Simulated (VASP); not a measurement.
Here is a VASP 6.6.1 calculation.

INCAR

```
ALGO = Normal
EDIFF = 1E-8
ENCUT = 520
GGA = PE
ISIF = 2
ISMEAR = -1
LASPH = T
LCHARG = F
LEFG = T
LREAL = F
LWAVE = F
NBANDS = 12
NELM = 80
PREC = Accurate
SIGMA = 0.05
```

Contents of KPOINTS:

```
k-points
0
Gamma
  18 18 18
```

POSCAR

```
As
1.0
    1.8797494575      1.0852738553      3.4857700000
   -1.8797494575      1.0852738553      3.4857700000
    0.0000000000     -2.1705477106      3.4857700000
As
2
Direct
    0.2275400000      0.2275400000      0.2275400000
    0.7724600000      0.7724600000      0.7724600000
```

Potentials or basis: VASP PAW PBE potentials, release 64 (As).

Command:

```sh
$ cat potpaw_PBE.64/As/POTCAR > POTCAR
$ mpirun -np 1 vasp_std > vasp.out
```

Question: What does it give for the pressure?

Answer: 3.9 GPa.

Question: Predict the band gap on the k mesh.

Answer: Zero (band 5 reaches 5.76 eV, above the bottom of band 6 at 5.25 eV).

Stress tensor (GPa, compression positive):
```
4.27 0.00 0.00
0.00 4.27 0.00
0.00 0.00 3.24
```

Caveat: without QUAD_EFG the Cq values of the log hold for a quadrupole moment of 1 mb, not for the nuclei.
